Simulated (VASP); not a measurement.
A run of VASP 6.6.1 is set up as follows.

Contents of INCAR:

```
SYSTEM = Ca
PREC     = Accurate       ! precision mode
ENCUT    = 520            ! plane-wave cutoff, eV
EDIFF    = 1E-6           ! SCF threshold, eV
ISMEAR   = 0              ! smearing method
SIGMA    = 0.1            ! smearing width, eV
LREAL    = .FALSE.        ! projectors in reciprocal space
LASPH    = .TRUE.         ! aspherical terms in the spheres
NELM     = 80             ! most SCF steps
ALGO     = Normal         ! electronic algorithm
ISIF     = 2              ! what is computed and relaxed
LWAVE    = .FALSE.        ! write WAVECAR
LCHARG   = .FALSE.        ! write CHGCAR
LDIPOL   = .TRUE.       
IDIPOL   = 3            
DIPOL    = 0.5 0.5 0.500
GGA      = PE             ! functional
IBRION   = 2              ! ionic algorithm
NSW      = 70             ! ionic steps
EDIFFG   = -0.03          ! ionic threshold
```

File KPOINTS:

```
Automatic mesh
0
G
  7 7 1
  0 0 0
```

POSCAR

```
Ca
1.0
    3.9066179666      0.0000000000      0.0000000000
    0.0000000000      3.9066179666      0.0000000000
    0.0000000000      0.0000000000     16.7623960557
Ca
2
Selective dynamics
Direct
    0.5000000000      0.5000000000      0.4176013964  F F F
    0.0000000000      0.0000000000      0.5823986036  T T T
```

Potentials or basis: VASP PAW PBE potentials, release 64 (Ca_sv).

Command:

```console
$ cat potpaw_PBE.64/Ca_sv/POTCAR > POTCAR
$ mpirun -np 1 vasp_std > vasp.out
```

Problem. Predict the energy gained by relaxing.

Solution. 9.0 meV/atom.

Problem. Estimate the band gap on the k mesh.

Solution. 0.03 eV, indirect (least direct gap 0.48 eV).

Final structure:
```xyz
2
Lattice="3.9066 0.0000 0.0000 0.0000 3.9066 0.0000 0.0000 0.0000 16.7624" Properties=species:S:1:pos:R:3 pbc="T T T"
Ca    1.9533    1.9533    7.0000
Ca    0.0000    0.0000    9.5999
```
